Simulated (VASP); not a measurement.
Crystal: Al.

```
CELL_PARAMETERS angstrom
5.07930 -0.08366 -0.04297
-2.61210 4.29195 -0.00376
-0.04713 -0.03197 5.55965
ATOMIC_POSITIONS crystal
Al 0.51706 0.52356 0.19739
Al 0.46096 0.44135 0.66772
Al 0.51327 0.03977 0.98373
Al 0.56867 0.06859 0.46843
Al 0.94792 0.45741 0.33499
Al 0.99212 0.46932 0.84773
```

```yaml
Program: VASP 6.6.1
Task: relaxation of cell and atoms
Functional: PBE
Potentials_or_basis: VASP PAW PBE potentials, release 64 (Al)
Cutoff: 600 eV
k_mesh: 6 × 6 × 4
Occupations: gaussian, width 0.2 eV
Spin: no spin polarisation
```

At the start: pressure 8.7 GPa; volume 20.00 Å³/atom.

How do energy, volume and symmetry change on relaxing?

Over 28 steps the energy falls by 431.1 meV/atom and the volume is 20.53 Å³/atom (+2.7 %); space group C2 (No. 5, to 0.05 Å).

The path:
```
step  energy change (eV)  largest force (eV/Å)  pressure (GPa)  volume (Å³)
   1              0.0000                8.0314            8.75       119.97
   2             -1.9751                0.9141           -4.04       139.14
   3             -2.2382                0.6355           -2.21       131.29
   4             -2.2386                0.6167           -2.32       131.58
   5             -2.3597                0.4130           -0.65       126.48
   6             -2.3904                0.3583            0.96       122.68
   7             -2.4367                0.2772            0.47       123.22
   8             -2.4549                0.3677           -0.01       123.94
   9             -2.4913                0.3451           -0.26       124.40
  10             -2.4995                0.3752           -0.36       124.64
  11             -2.5309                0.2139            0.17       123.43
  12             -2.5345                0.1403            0.47       122.86
  13             -2.5433                0.1495           -0.24       124.20
  14             -2.5434                0.1505           -0.30       124.30
  15             -2.5514                0.1307           -0.14       123.83
  16             -2.5608                0.1542            0.29       122.65
  17             -2.5669                0.1442            0.20       122.85
  18             -2.5757                0.1141           -0.04       123.44
  19             -2.5802                0.0750           -0.06       123.41
  20             -2.5835                0.0524           -0.07       123.34
  21             -2.5844                0.0355            0.08       123.07
  22             -2.5845                0.0359            0.14       122.97
  23             -2.5852                0.0385            0.01       123.25
  24             -2.5854                0.0421           -0.12       123.53
  25             -2.5861                0.0273           -0.07       123.38
  26             -2.5864                0.0294            0.01       123.21
  27             -2.5864                0.0310            0.01       123.18
  28             -2.5867                0.0173            0.02       123.17
```

Final structure:
```cif
data_structure
_symmetry_space_group_name_H-M 'P 1'
_symmetry_Int_Tables_number 1
_cell_length_a 5.3438
_cell_length_b 4.9589
_cell_length_c 5.4512
_cell_angle_alpha 90.017
_cell_angle_beta 103.879
_cell_angle_gamma 117.649
_cell_volume 123.17
loop_
_atom_site_label
_atom_site_type_symbol
_atom_site_fract_x
_atom_site_fract_y
_atom_site_fract_z
_atom_site_occupancy
Al1 Al 0.47808 0.49781 0.20076 1
Al2 Al 0.47810 0.49842 0.70060 1
Al3 Al 0.51881 0.01849 0.96488 1
Al4 Al 0.52475 0.02137 0.46601 1
Al5 Al 0.00107 0.48531 0.33367 1
Al6 Al 0.99918 0.47860 0.83409 1
```
